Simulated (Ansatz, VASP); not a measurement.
## ReSb in VASP and in Ansatz

Contents of INCAR:

```
SYSTEM = ReSb
PREC = Accurate ; ENCUT = 520
EDIFF = 1E-6 ; ISMEAR = 0
SIGMA = 0.05 ; LREAL = .False.
LASPH = .True. ; NELM = 60
ALGO = Normal ; ISIF = 2
LWAVE = .False. ; LCHARG = .False.
GGA = PS ; NBANDS = 13
```

Contents of KPOINTS:

```
regular mesh
0
Gamma
  10 10 10
  0 0 0
```

POSCAR

```
ReSb
1.0
    0.0000000000      3.0144657947      3.0144657947
    3.0144657947      0.0000000000      3.0144657947
    3.0144657947      3.0144657947      0.0000000000
Re Sb
1 1
Direct
    0.0000000000      0.0000000000      0.0000000000
    0.2500000000      0.2500000000      0.2500000000
```

Input for Ansatz:

```yaml
crystal:
  lattice:
    - [0.0, 3.0144657947, 3.0144657947]
    - [3.0144657947, 0.0, 3.0144657947]
    - [3.0144657947, 3.0144657947, 0.0]
  atoms:
    - { symbol: Re, position: [0.0, 0.0, 0.0] }
    - { symbol: Sb, position: [0.25, 0.25, 0.25] }
basis:
  ecutwfc: 420
  ecutrho_ratio: 4
kpoints:
  mp_grid: { grid: [10, 10, 10] }
hamiltonian:
  xc: pbesol
scf:
  occupations: { method: gaussian, width: 0.05 }
output:
  forces: true
  stress: true
  eigenvalues: true
```

Alike in both runs: task single point; functional PBEsol; k mesh 10 × 10 × 10; occupations gaussian, width 0.05 eV; no spin polarisation.

|  | VASP | Ansatz |
| --- | --- | --- |
| version | VASP 6.6.1 | Ansatz 0.2.0 |
| potentials or method | VASP PAW PBE potentials, release 64 (Re, Sb), cutoff 520 eV | scalar-relativistic, plane waves, PAW |
| valence electrons in the cell | 12 | 30 |

VASP gave:

```
gap on the k mesh at the Fermi level (eV) : none
pressure (GPa)                            : -3.8
```

Problem. Estimate Ansatz's values.

Solution. gap on the k mesh at the Fermi level (eV): none; pressure (GPa): -3.9.

VASP's potentials were made for PBE, not for PBEsol. A gap of «none» marks a metal or a gap that the smearing closes. VASP's potentials hold 12 valence electrons a cell and Ansatz's 30, so a difference there can come from the potentials and not from the codes.

Spin-orbit coupling is off throughout.
